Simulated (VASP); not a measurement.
# NaCl (Fm-3m) in VASP: a series of runs

NaCl is run at these levels: PBE, PBEsol; tasks: single point.

All numbers are computed with VASP 6.6.1; they aren't measurements. Logs are shortened: lines on timing, memory, paths and dates and some standing lists are left out, and cuts for length are marked.

**1. The cell of the first run**

It takes space group Fm-3m (No. 225, cubic). Conventional cell: a = 5.696 Å, b = 5.696 Å, c = 5.696 Å, α = 90.00°, β = 90.00°, γ = 90.00°. Na (site symmetry m-3m) has 6 Cl at 2.85 Å within 3.8 Å. Within 3.8 Å of Cl (site symmetry m-3m) lie 6 Na at 2.85 Å.

**2. Single point, PBE**

INCAR

```
SYSTEM = NaCl
PREC = Accurate
ENCUT = 520
EDIFF = 1E-6
ISMEAR = 0
SIGMA = 0.02
LREAL = .FALSE.
LASPH = .TRUE.
NELM = 80
ALGO = Normal
ISIF = 2
LWAVE = .FALSE.
LCHARG = .TRUE.
GGA = PE
LELF = .TRUE.
LVHAR = .TRUE.
NBANDS = 14
```

KPOINTS

```
Automatic mesh
0
G
  8 8 8
  0 0 0
```

POSCAR

```
NaCl
1.0
    0.0000000000      2.8480437666      2.8480437666
    2.8480437666      0.0000000000      2.8480437666
    2.8480437666      2.8480437666      0.0000000000
Na Cl
1 1
Direct
    0.0000000000      0.0000000000      0.0000000000
    0.5000000000      0.5000000000      0.5000000000
```

Potentials or basis: VASP PAW PBE potentials, release 64 (Na_pv, Cl).

Started as:

```bash
cat potpaw_PBE.64/Na_pv/POTCAR potpaw_PBE.64/Cl/POTCAR > POTCAR
mpirun -np 1 vasp_std > vasp.out
```

OUTCAR:

```text
SYSTEM = NaCl
   PREC = Accurate
   ENCUT = 520
   EDIFF = 1E-6
   ISMEAR = 0
   LREAL = .FALSE.
   LASPH = .TRUE.
   NELM = 80
   ISIF = 2
   GGA = PE

 ion  position               nearest neighbor table
   1  0.000  0.000  0.000-
   2  0.500  0.500  0.500-

  LATTYP: Found a face centered cubic cell.
 ALAT       =     5.6960875332

  Lattice vectors:

 A1 = (   0.0000000000,   2.8480437666,   2.8480437666)
 A2 = (   2.8480437666,   0.0000000000,   2.8480437666)
 A3 = (   2.8480437666,   2.8480437666,   0.0000000000)

Analysis of symmetry for initial positions (statically):
=====================================================================
 Subroutine PRICEL returns:
 Original cell was already a primitive cell.

 Routine SETGRP: Setting up the symmetry group for a
 face centered cubic supercell.

 Subroutine GETGRP returns: Found 48 space group operations
 (whereof 48 operations were pure point group operations)
 out of a pool of 48 trial point group operations.

The static configuration has the point symmetry O_h .

Analysis of symmetry for dynamics (positions and initial velocities):
=====================================================================
 Subroutine PRICEL returns:
 Original cell was already a primitive cell.

 Routine SETGRP: Setting up the symmetry group for a
 face centered cubic supercell.

 Subroutine GETGRP returns: Found 48 space group operations
 (whereof 48 operations were pure point group operations)
 out of a pool of 48 trial point group operations.

The dynamic configuration has the point symmetry O_h .

 Subroutine INISYM returns: Found 48 space group operations
 (whereof 48 operations are pure point group operations),
 and found     1 'primitive' translations

----------------------------------------------------------------------------------------

                                     Primitive cell

  volume of cell :      46.2030

  direct lattice vectors                    reciprocal lattice vectors
     0.000000000  2.848043767  2.848043767    -0.175559100  0.175559100  0.175559100
     2.848043767  0.000000000  2.848043767     0.175559100 -0.175559100  0.175559100
     2.848043767  2.848043767  0.000000000     0.175559100  0.175559100 -0.175559100

  length of vectors
     4.027742121  4.027742121  4.027742121     0.304077281  0.304077281  0.304077281

  position of ions in fractional coordinates (direct lattice)
     0.000000000  0.000000000  0.000000000
     0.500000000  0.500000000  0.500000000

  ion indices of the primitive-cell ions
   primitive index   ion index
                 1           1
                 2           2

----------------------------------------------------------------------------------------

 KPOINTS: Automatic mesh

Automatic generation of k-mesh.
 Grid dimensions read from file:
 generate k-points for:    8    8    8

 Generating k-lattice:

  Cartesian coordinates                     Fractional coordinates (reciprocal lattice)
    -0.021944887  0.021944887  0.021944887     0.125000000  0.000000000  0.000000000
     0.021944887 -0.021944887  0.021944887     0.000000000  0.125000000  0.000000000
     0.021944887  0.021944887 -0.021944887     0.000000000  0.000000000  0.125000000

  Length of vectors
     0.038009660  0.038009660  0.038009660

  Shift w.r.t. Gamma in fractional coordinates (k-lattice)
     0.000000000  0.000000000  0.000000000

 Subroutine IBZKPT returns following result:
 ===========================================

 Found     29 irreducible k-points:

 Following reciprocal coordinates:
            Coordinates               Weight
  0.000000  0.000000  0.000000      1.000000
  0.125000  0.000000  0.000000      8.000000
  0.250000  0.000000  0.000000      8.000000
  0.375000  0.000000  0.000000      8.000000
  0.500000  0.000000  0.000000      4.000000
  0.125000  0.125000  0.000000      6.000000
[... 16 lines left out ...]
  0.500000  0.250000  0.125000     48.000000
 -0.375000  0.250000  0.125000     24.000000
 [... further k-points ...]
   k-points           NKPTS =     29   k-points in BZ     NKDIM =     29   number of bands    NBANDS=     14
   number of dos      NEDOS =    301   number of ions     NIONS =      2
   total plane-waves  NPLWV =  27000
   dimension x,y,z NGX =    30 NGY =   30 NGZ =   30
   dimension x,y,z NGXF=    60 NGYF=   60 NGZF=   60
   ions per type =               1   1
   NGX,Y,Z   is equivalent  to a cutoff of  12.38, 12.38, 12.38 a.u.
   NGXF,Y,Z  is equivalent  to a cutoff of  24.77, 24.77, 24.77 a.u.
 SYSTEM =  NaCl
   PREC   = accura    normal or accurate (medium, high low for compatibility)
   ISTART =      0    job   : 0-new  1-cont  2-samecut
   ICHARG =      2    charge: 1-file 2-atom 10-const
   ISPIN  =      1    spin polarized calculation?
   LNONCOLLINEAR =      F non collinear calculations
   LSORBIT =      F    spin-orbit coupling
   LASPH  =      T    aspherical Exc in radial PAW
   ENCUT  =  520.0 eV  38.22 Ry    6.18 a.u.   7.49  7.49  7.49*2*pi/ulx,y,z
   NELM   =     80;   NELMIN=  2; NELMDL= -5     # of ELM steps
   EDIFF  = 0.1E-05   stopping-criterion for ELM
   LREAL  =      F    real-space projection
   EDIFFG = 0.1E-04   stopping-criterion for IOM
   NSW    =      0    number of steps for IOM
   IBRION =     -1    ionic relax: 0-MD 1-quasi-New 2-CG
   NFREE  =      0    steps in history (QN), initial steepest desc. (CG)
   ISIF   =      2    stress and relaxation
   ISYM   =      2    0-nonsym 1-usesym 2-fastsym
   POTIM  = 0.5000    time-step for ionic-motion
   TEBEG  =    0.0;   TEEND  =   0.0 temperature during run
   PSTRESS=    0.0 pullay stress
   NELECT =      14.0000    total number of electrons
   NUPDOWN=      -1.0000    fix difference up-down
   EMIN   =  10.00;   EMAX   =-10.00  energy-range for DOS
   EFERMI =   0.00;   METHOD = LEGACY
   ISMEAR =     0;   SIGMA  =   0.02  broadening in eV -4-tet -1-fermi 0-gaus
   EFERMI_NEDOS =   21; number of points for ismear=-14 and -15
   IALGO  =     38    algorithm
   IMIX   =      4    mixing-type and parameters
     AMIX     =   0.40;   BMIX     =  1.00
     AMIX_MAG =   1.60;   BMIX_MAG =  1.00
  volume/ion in A,a.u.               =      23.10       155.90
  Fermi-wavevector in a.u.,A,eV,Ry     =   1.099582  2.077908 16.450532  1.209080
  Thomas-Fermi vector in A             =   2.235979
   LORBIT       =      0    0 simple, 1 ext, 2 COOP (PROOUT), +10 PAW based schemes
   GGA     = PE    functional components
   LHFCALC =     F    Hartree Fock is set to
   AEXX    =    0.0000 exact exchange contribution
   IVDW    =     0    specifies the selected vdW correction
   LEPSILON=     F    determine dielectric tensor
   LRPA    =     F    only Hartree local field effects (RPA)
 non-spin polarized calculation
 Gauss-broadening in eV      SIGMA  =   0.02
  energy-cutoff  :      520.00
  volume of cell :       46.20
 maximum number of plane-waves:      1265
 NGX is ok and might be reduce to    30
   NGX = 15   NGY = 15   NGZ = 15

 number of electron      13.9999992 magnetization

 Free energy of the ion-electron system (eV)
  ---------------------------------------------------
  ext. energy  EPLUGINS =         0.00000000
  ---------------------------------------------------
  free energy    TOTEN  =        -6.77788982 eV

  energy without entropy =       -6.77788982  energy(sigma->0) =       -6.77788982

 E-fermi :  -0.7068     XC(G=0):  -8.0402

 val. band max:       -0.8995798453   @ k =   0.0000   0.0000   0.0000
 cond. band min:       4.0951400794   @ k =   0.0000   0.0000   0.0000
 fundamental gap:      4.9947199248
 Fermi energy:        -0.7067679734

 k-point     1 :       0.0000    0.0000    0.0000
  band No.  band energies     occupation
      1     -21.7773      2.00000
      2     -21.7773      2.00000
      3     -21.7773      2.00000
      4     -13.4934      2.00000
      5      -0.8996      2.00000
      6      -0.8996      2.00000
      7      -0.8996      2.00000
      8       4.0951      0.00000
      9      10.1886      0.00000
     10      10.1886      0.00000
     11      10.1886      0.00000
     12      12.3112      0.00000
     13      12.3112      0.00000
     14      13.8678      0.00000

 k-point     2 :       0.1250    0.0000    0.0000
  band No.  band energies     occupation
      1     -21.7811      2.00000
      2     -21.7776      2.00000
      3     -21.7776      2.00000
      4     -13.4504      2.00000
      5      -1.2511      2.00000
      6      -0.9377      2.00000
      7      -0.9377      2.00000
      8       4.5788      0.00000
      9       9.6428      0.00000
     10      10.3726      0.00000
     11      10.3726      0.00000
     12      12.0372      0.00000
     13      12.0372      0.00000
     14      14.7378      0.00000

 k-point     3 :       0.2500    0.0000    0.0000
  band No.  band energies     occupation
      1     -21.7900      2.00000
      2     -21.7783      2.00000
      3     -21.7783      2.00000
      4     -13.3437      2.00000
      5      -1.9459      2.00000
      6      -1.0270      2.00000
      7      -1.0270      2.00000
      8       5.5514      0.00000
      9       9.0413      0.00000
     10      10.4369      0.00000
     11      10.4369      0.00000
     12      12.2442      0.00000
     13      12.2442      0.00000
     14      14.4811      0.00000
[... 324 lines left out ...]
 k-point    23 :       0.5000    0.2500    0.1250
  band No.  band energies     occupation
      1     -21.7958      2.00000
      2     -21.7840      2.00000
      3     -21.7805      2.00000
      4     -13.1906      2.00000
      5      -2.3619      2.00000
      6      -1.5481      2.00000
      7      -1.2375      2.00000
      8       7.1475      0.00000
      9       8.5611      0.00000
     10       8.9760      0.00000
     11      10.9014      0.00000
     12      12.7027      0.00000
     13      14.9684      0.00000
     14      15.4624      0.00000

 k-point    24 :      -0.3750    0.2500    0.1250
  band No.  band energies     occupation
      1     -21.7977      2.00000
      2     -21.7845      2.00000
      3     -21.7812      2.00000
      4     -13.1556      2.00000
      5      -2.4725      2.00000
      6      -1.6216      2.00000
      7      -1.2881      2.00000
      8       7.3533      0.00000
      9       8.5068      0.00000
     10       9.2454      0.00000
     11      10.7221      0.00000
     12      13.2966      0.00000
     13      14.5172      0.00000
     14      15.5693      0.00000

 [... further k-points ...]
[... 5 lines left out ...]
  --------------------------------------------------------------------------------------
  -------------------------------------------------------------------------------------
  Total       -0.0082264     -0.0082264     -0.0082264     -0.0000000      0.0000000      0.0000000
  in kB       -0.2852661     -0.2852661     -0.2852661     -0.0000000      0.0000000      0.0000000
  external PRESSURE =      -0.2852661 kB  Pullay stress =       0.0000000 kB

 VOLUME and BASIS-vectors are now :
 -----------------------------------------------------------------------------
  energy-cutoff  :      520.00
  volume of cell :       46.20
      direct lattice vectors                 reciprocal lattice vectors
     0.000000000  2.848043767  2.848043767    -0.175559100  0.175559100  0.175559100
     2.848043767  0.000000000  2.848043767     0.175559100 -0.175559100  0.175559100
     2.848043767  2.848043767  0.000000000     0.175559100  0.175559100 -0.175559100

 POSITION                                       TOTAL-FORCE (eV/Angst)
 -----------------------------------------------------------------------------------
      0.00000      0.00000      0.00000        -0.000000      0.000000      0.000000
      2.84804      2.84804      2.84804         0.000000     -0.000000      0.000000
 -----------------------------------------------------------------------------------
    total drift:                                0.000000      0.000000      0.000000

  FREE ENERGIE OF THE ION-ELECTRON SYSTEM (eV)
  ---------------------------------------------------
  free  energy   TOTEN  =        -6.7778898213 eV

  energy  without entropy=       -6.7778898213  energy(sigma->0) =       -6.77788982
```

Wall time 9.8 s (1 thread of Intel Xeon 6975P-C (Granite Rapids), shared host); peak memory 0.16 GiB.

What came out:

```yaml
Free_energy: -6.7779 eV
Pressure: 0.0 GPa
Band_gap_on_the_k_mesh: 4.99 eV
```

Levels at points of the mesh, in eV from the valence-band top:
```
           k point  band 3  band 4  band 5  band 6  band 7  band 8  band 9  band 10  band 11  band 12
(0.00, 0.00, 0.00)  -20.88  -12.59    0.00    0.00    0.00    4.99   11.09    11.09    11.09    13.21
(0.50, 0.00, 0.00)  -20.88  -12.29   -1.84   -0.25   -0.25    7.22   10.38    10.90    10.90    14.79
(0.50, 0.50, 0.00)  -20.88  -12.24   -1.58   -0.57   -0.57    7.45    8.10    11.11    14.51    14.51
```

A k mesh can miss the band edges.

**3. Single point, PBEsol**

INCAR

```
SYSTEM = NaCl
ALGO = Normal
EDIFF = 1E-6
ENCUT = 520
GGA = PS
ISIF = 2
ISMEAR = 0
LASPH = .True.
LCHARG = .True.
LELF = .True.
LREAL = .False.
LVHAR = .True.
LWAVE = .False.
NBANDS = 14
NELM = 60
PREC = Accurate
SIGMA = 0.02
```

KPOINTS

```
k-points
0
Gamma
  8 8 8
  0 0 0
```

POSCAR is that of step 2.

Potentials or basis: VASP PAW PBE potentials, release 64 (Na_pv, Cl).

Started as:

```bash
cat potpaw_PBE.64/Na_pv/POTCAR potpaw_PBE.64/Cl/POTCAR > POTCAR
mpirun -np 1 vasp_std > vasp.out
```

Run time: 10 s. Hardware: 1 thread of Intel Xeon 6975P-C (Granite Rapids), shared host; peak memory 0.16 GiB.

The run converged. Its results:

```yaml
Free_energy: -6.9906 eV
Pressure: -1.1 GPa
Band_gap_on_the_k_mesh: 4.83 eV
```

Levels at points of the mesh, in eV from the valence-band top:
```csv
k point,band 5,band 6,band 7,band 8,band 9,band 10
"(0.00, 0.00, 0.00)",0.00,0.00,0.00,4.83,10.97,10.97
"(0.50, 0.00, 0.00)",-1.88,-0.25,-0.25,7.03,10.27,10.79
"(0.50, 0.50, 0.00)",-1.62,-0.58,-0.58,7.35,7.92,10.93
```

Caveat: the PAW data sets were made with another functional, which shifts forces and pressure a little. A k mesh can miss the band edges.
